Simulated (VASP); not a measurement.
**CuI: single point with PBEsol**

Crystal: CuI.

```
CELL_PARAMETERS angstrom
3.60179 0.00000 0.00000
0.00000 4.40218 0.00000
0.00000 0.00000 6.48052
ATOMIC_POSITIONS crystal
Cu 0.50000 0.50000 0.00000
Cu 0.00000 0.00000 0.00000
I 0.50000 0.00000 0.26152
I 0.00000 0.50000 0.73848
```

This cell differs from its parent crystal: strain -0.1000 x Voigt [1, -1, 0, 0, 0, 0].

```json
{
 "Program": "VASP 6.6.1",
 "Task": "single point",
 "Functional": "PBEsol",
 "Potentials or basis": "VASP PAW PBE potentials, release 64 (Cu, I)",
 "Cutoff": "520 eV",
 "k mesh": "8 × 8 × 4",
 "Occupations": "gaussian, width 0.05 eV",
 "Spin": "no spin polarisation",
 "Dipole correction": "no",
 "Further INCAR settings": "ALGO = Normal; EDIFF = 1e-06; NBANDS = 26"
}
```

- Pressure: 3.2 GPa
- Largest force: 0.850 eV/Å
- Band gap on the k mesh: 0.72 eV, direct

Forces in eV/Å, atoms in the order of the input:
```
Cu   0.000  0.000  0.850
Cu   0.000  0.000 -0.850
I    0.000  0.000  0.559
I    0.000  0.000 -0.559
```

Stress tensor (GPa, compression positive):
```
12.31  0.00  0.00
 0.00 -5.57  0.00
 0.00  0.00  2.88
```

Levels at points of the mesh, in eV from the valence-band top:
```
           k point  band 14  band 15  band 16  band 17  band 18  band 19  band 20  band 21  band 22  band 23
(0.00, 0.00, 0.00)    -1.99    -1.65    -1.36    -0.93     0.00     0.72     1.52     3.08     4.13     4.93
(0.50, 0.00, 0.00)    -2.62    -1.75    -1.75    -1.37    -1.37     2.62     2.62     4.11     4.11     5.14
(0.00, 0.50, 0.00)    -2.82    -2.07    -2.07    -0.50    -0.50     3.40     3.40     4.88     4.88     6.29
(0.50, 0.50, 0.00)    -2.47    -2.45    -2.45    -1.83    -1.83     1.92     1.92     2.09     2.09     8.09
(0.00, 0.00, 0.50)    -2.19    -1.99    -1.35    -1.19    -0.28     1.83     2.30     4.14     4.21     4.22
(0.50, 0.00, 0.50)    -2.62    -1.42    -1.42    -1.34    -1.34     1.42     1.42     4.34     4.34     4.57
(0.00, 0.50, 0.50)    -2.83    -1.56    -1.56    -0.48    -0.48     1.64     1.64     5.18     5.18     6.88
(0.50, 0.50, 0.50)    -2.54    -2.47    -2.47    -1.73    -1.73     3.35     3.35     3.39     3.39     5.26
```

Run time: 2.2 min on 1 thread of Intel(R) Xeon(R) Platinum 8488C (Sapphire Rapids), with other jobs on the host, peak memory 0.33 GiB.

Caveat: the cell differs from its parent crystal (strain -0.1000 x Voigt [1, -1, 0, 0, 0, 0]); the PAW data sets were made with another functional, which shifts forces and pressure a little; spin-orbit coupling is left out, which moves the levels of the heavy elements; this functional lacks dispersion, which binds the layers, so the pressure and a relaxed spacing across them are unreliable. A k mesh can miss the band edges.
